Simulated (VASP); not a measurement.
# CuF3 in VASP: notebook, part 2 of 2

VASP 6.6.1. The steps go on from the part before.

### 3 Single point, PBE, collinear spin

This run uses another cell than the first one, of 13.47 Å³/atom.

Contents of INCAR:

```
PREC = Accurate
ENCUT = 520
EDIFF = 1E-6
ISMEAR = 0
SIGMA = 0.05
LREAL = False
LASPH = True
NELM = 150
ALGO = Normal
ISIF = 2
LWAVE = False
LCHARG = False
ISPIN = 2
MAGMOM = 0.78 -0.78 0 0 0 0 0 0
LORBIT = 11
LMAXMIX = 4
GGA = PE
NBANDS = 46
```

Contents of KPOINTS:

```
Automatic mesh
0
Gamma
  10 10 5
```

Contents of POSCAR:

```
CuF3
1.0
    3.7897726989      0.0000000000      3.7518749719
    0.0000000000      3.7897726989      3.7518749719
    0.0000000000      0.0000000000      7.5037499438
Cu F
2 6
Direct
    0.0000000000      0.0000000000      0.0000000000
    0.0000000000      0.0000000000      0.5000000000
    0.5000000000      0.0000000000      0.7500000000
    0.0000000000      0.0000000000      0.2500000000
    0.0000000000      0.5000000000      0.7500000000
    0.5000000000      0.0000000000      0.2500000000
    0.0000000000      0.0000000000      0.7500000000
    0.0000000000      0.5000000000      0.2500000000
```

Potentials or basis: VASP PAW PBE potentials, release 64 (Cu, F).

Command:

```bash
cat potpaw_PBE.64/Cu/POTCAR potpaw_PBE.64/F/POTCAR > POTCAR
mpirun -np 1 vasp_std > vasp.out
```

OUTCAR:

```text
PREC = Accurate
   ENCUT = 520
   EDIFF = 1E-6
   ISMEAR = 0
   LREAL = False
   LASPH = True
   NELM = 150
   ISIF = 2
   ISPIN = 2
   LORBIT = 11
   GGA = PE

 ion  position               nearest neighbor table
   1  0.000  0.000  0.000-   4 1.88   7 1.88   5 1.89   3 1.89   8 1.89   6 1.89
   2  0.000  0.000  0.500-   4 1.88   7 1.88   6 1.89   8 1.89   5 1.89   3 1.89
   3  0.500  0.000  0.750-   2 1.89   1 1.89
   4  0.000  0.000  0.250-   1 1.88   2 1.88
   5  0.000  0.500  0.750-   2 1.89   1 1.89
   6  0.500  0.000  0.250-   1 1.89   2 1.89
   7  0.000  0.000  0.750-   1 1.88   2 1.88
   8  0.000  0.500  0.250-   1 1.89   2 1.89

  LATTYP: Found a body centered tetragonal cell.
 ALAT       =     5.3595479491
 C/A-ratio  =     1.4000714267

  Lattice vectors:

 A1 = (   3.7897726989,   0.0000000000,  -3.7518749719)
 A2 = (  -3.7897726989,   0.0000000000,  -3.7518749719)
 A3 = (   0.0000000000,   3.7897726989,   3.7518749719)

Analysis of symmetry for initial positions (statically):
=====================================================================
 Subroutine PRICEL returns following result:

  LATTYP: Found a simple tetragonal cell.
 ALAT       =     3.7897726989
 C/A-ratio  =     0.9900000000
[... 12 lines left out ...]
 Subroutine GETGRP returns: Found 16 space group operations
 (whereof 16 operations were pure point group operations)
 out of a pool of 16 trial point group operations.

The static configuration has the point symmetry D_4h.

Analysis of symmetry for dynamics (positions and initial velocities):
=====================================================================
 Subroutine PRICEL returns following result:

  LATTYP: Found a simple tetragonal cell.
 ALAT       =     3.7897726989
 C/A-ratio  =     0.9900000000
[... 12 lines left out ...]
 Subroutine GETGRP returns: Found 16 space group operations
 (whereof 16 operations were pure point group operations)
 out of a pool of 16 trial point group operations.

The dynamic configuration has the point symmetry D_4h.

Analysis of structural, dynamic, and magnetic symmetry:
=====================================================================
 Subroutine PRICEL returns following result:

  LATTYP: Found a simple tetragonal cell.
 ALAT       =     3.7897726989
 C/A-ratio  =     0.9900000000
[... 12 lines left out ...]
 Subroutine GETGRP returns: Found 16 space group operations
 (whereof 16 operations were pure point group operations)
 out of a pool of 16 trial point group operations.

The overall configuration has the point symmetry D_4h.

 Subroutine INISYM returns: Found 16 space group operations
 (whereof 16 operations are pure point group operations),
 and found     2 'primitive' translations

----------------------------------------------------------------------------------------

                                     Primitive cell

  volume of cell :      53.8858

  direct lattice vectors                    reciprocal lattice vectors
     3.789772699  0.000000000  0.000000000     0.263868068  0.000000000  0.000000000
     0.000000000  3.789772699  0.000000000     0.000000000  0.263868068  0.000000000
     0.000000000  0.000000000  3.751874972     0.000000000  0.000000000  0.266533402

[... 98 lines left out ...]
   NELECT =      64.0000    total number of electrons
   NUPDOWN=      -1.0000    fix difference up-down
   EMIN   =  10.00;   EMAX   =-10.00  energy-range for DOS
   EFERMI =   0.00;   METHOD = LEGACY
   ISMEAR =     0;   SIGMA  =   0.05  broadening in eV -4-tet -1-fermi 0-gaus
   EFERMI_NEDOS =   21; number of points for ismear=-14 and -15
   IALGO  =     38    algorithm
   IMIX   =      4    mixing-type and parameters
     AMIX     =   0.40;   BMIX     =  1.00
     AMIX_MAG =   1.60;   BMIX_MAG =  1.00
  volume/ion in A,a.u.               =      13.47        90.91
  Fermi-wavevector in a.u.,A,eV,Ry     =   1.376047  2.600352 25.762704  1.893505
  Thomas-Fermi vector in A             =   2.501327
   LORBIT       =     11    0 simple, 1 ext, 2 COOP (PROOUT), +10 PAW based schemes
   GGA     = PE    functional components
   LHFCALC =     F    Hartree Fock is set to
   AEXX    =    0.0000 exact exchange contribution
   IVDW    =     0    specifies the selected vdW correction
   LEPSILON=     F    determine dielectric tensor
   LRPA    =     F    only Hartree local field effects (RPA)
 spin polarized calculation
 Gauss-broadening in eV      SIGMA  =   0.05
  energy-cutoff  :      520.00
  volume of cell :      107.77
 maximum number of plane-waves:      2915
   NGX = 19   NGY = 19   NGZ = 27

 number of electron      64.0000000 magnetization      -0.0000000

 number of electron      64.0000002 magnetization       0.0000000

 Free energy of the ion-electron system (eV)
  ---------------------------------------------------
  ext. energy  EPLUGINS =         0.00000000
  ---------------------------------------------------
  free energy    TOTEN  =       -28.81762183 eV

  energy without entropy =      -28.81762031  energy(sigma->0) =      -28.81762107

 E-fermi :  -2.4948     XC(G=0):  -8.8871

 val. band max:       -2.6254037004   @ k =   0.5000   0.5000   0.4000
 cond. band min:      -2.3731291440   @ k =   0.4000   0.0000   0.0000
 fundamental gap:      0.2522745563
 Fermi energy:        -2.4948479586

 spin component 1

 k-point     1 :       0.0000    0.0000    0.0000
  band No.  band energies     occupation
      1     -23.9463      1.00000
      2     -23.2206      1.00000
      3     -23.1044      1.00000
      4     -23.1044      1.00000
      5     -23.0232      1.00000
      6     -22.9551      1.00000
[... 1117 lines left out ...]
     43      14.0504      0.00000
     44      14.2751      0.00000

 [... further k-points ...]

 spin component 2

 k-point     1 :       0.0000    0.0000    0.0000
  band No.  band energies     occupation
      1     -23.9463      1.00000
      2     -23.2206      1.00000
      3     -23.1044      1.00000
      4     -23.1044      1.00000
      5     -23.0232      1.00000
      6     -22.9551      1.00000
[... 1117 lines left out ...]
     43      14.0504      0.00000
     44      14.2751      0.00000

 [... further k-points ...]

 [bands above 44 left out]

------------------------ aborting loop because EDIFF is reached ----------------------------------------

  FORCE on cell =-STRESS in cart. coord.  units (eV):
  Direction    XX          YY          ZZ          XY          YZ          ZX
  --------------------------------------------------------------------------------------
  -------------------------------------------------------------------------------------
  Total        0.4219039      0.4219039      1.8617818      0.0000000     -0.0000000     -0.0000000
  in kB        6.2721935      6.2721935     27.6779984      0.0000000     -0.0000000     -0.0000000
  external PRESSURE =      13.4074618 kB  Pullay stress =       0.0000000 kB

 VOLUME and BASIS-vectors are now :
 -----------------------------------------------------------------------------
  energy-cutoff  :      520.00
  volume of cell :      107.77
      direct lattice vectors                 reciprocal lattice vectors
     3.789772699  0.000000000  3.751874972     0.263868068  0.000000000  0.000000000
     0.000000000  3.789772699  3.751874972     0.000000000  0.263868068  0.000000000
     0.000000000  0.000000000  7.503749944    -0.131934034 -0.131934034  0.133266701

 POSITION                                       TOTAL-FORCE (eV/Angst)
 -----------------------------------------------------------------------------------
      0.00000      0.00000      0.00000        -0.000000      0.000000     -0.000000
      0.00000      0.00000      3.75187        -0.000000      0.000000     -0.000000
      1.89489      0.00000      7.50375        -0.000000      0.000000      0.000000
      0.00000      0.00000      1.87594         0.000000     -0.000000     -0.000000
      0.00000      1.89489      7.50375        -0.000000      0.000000      0.000000
      1.89489      0.00000      3.75187        -0.000000      0.000000      0.000000
      0.00000      0.00000      5.62781         0.000000     -0.000000      0.000000
      0.00000      1.89489      3.75187        -0.000000      0.000000     -0.000000
 -----------------------------------------------------------------------------------
    total drift:                                0.000000     -0.000000      0.000000

  FREE ENERGIE OF THE ION-ELECTRON SYSTEM (eV)
  ---------------------------------------------------
  free  energy   TOTEN  =       -28.8176218336 eV

  energy  without entropy=      -28.8176203054  energy(sigma->0) =      -28.81762107

 total charge

# of ion       s       p       d       tot
------------------------------------------
    1        0.336   0.462   8.868   9.666
    2        0.336   0.462   8.868   9.666
    3        1.741   4.311   0.000   6.052
    4        1.740   4.319   0.000   6.060
    5        1.741   4.311   0.000   6.052
    6        1.741   4.311   0.000   6.052
    7        1.740   4.319   0.000   6.060
    8        1.741   4.311   0.000   6.052
--------------------------------------------------
tot         11.115  26.808  17.736  55.658

 magnetization (x)

# of ion       s       p       d       tot
------------------------------------------
    1       -0.011  -0.015   0.667   0.640
    2        0.011   0.015  -0.667  -0.640
    3        0.000   0.000   0.000   0.000
    4        0.000   0.000   0.000   0.000
    5        0.000   0.000   0.000   0.000
    6        0.000   0.000   0.000   0.000
    7        0.000   0.000   0.000   0.000
    8        0.000   0.000   0.000   0.000
--------------------------------------------------
tot          0.000   0.000   0.000   0.000
```

Wall time 7.6 min (1 thread of Intel Xeon 6975P-C (Granite Rapids), shared host); peak memory 0.62 GiB.

What came out:

- Free energy: -28.8176 eV
- Pressure: 1.3 GPa
- Band gap on the k mesh: 0.25 eV
- Net moment: 0.00 μB per cell
- Site moments: Cu +0.64, -0.64; F +0.00 μB
- Valence electrons inside the program's atomic spheres: Cu 9.67; F 6.05, 6.06 (each value once)

Stress tensor (GPa, compression positive):
```
0.63 0.00 0.00
0.00 0.63 0.00
0.00 0.00 2.77
```

Levels at points of the mesh, in eV from the valence-band top:
Spin up:
```tsv
k point	band 30	band 31	band 32	band 33	band 34	band 35
(0.00, 0.00, 0.00)	-0.22	-0.22	-0.19	1.80	1.87	7.24
(0.50, 0.00, 0.00)	-0.25	-0.24	-0.22	0.26	1.85	10.29
(0.50, 0.50, 0.00)	-0.25	-0.25	-0.20	0.28	1.79	10.35
```
Spin down:
| k point | band 30 | band 31 | band 32 | band 33 | band 34 | band 35 |
| --- | --- | --- | --- | --- | --- | --- |
| (0.00, 0.00, 0.00) | -0.22 | -0.22 | -0.19 | 1.80 | 1.87 | 7.24 |
| (0.50, 0.00, 0.00) | -0.25 | -0.24 | -0.22 | 0.26 | 1.85 | 10.29 |
| (0.50, 0.50, 0.00) | -0.25 | -0.25 | -0.20 | 0.28 | 1.79 | 10.35 |

A k mesh can miss the band edges.

The gap in the log of VASP goes by the Fermi energy; the results here count the filled bands.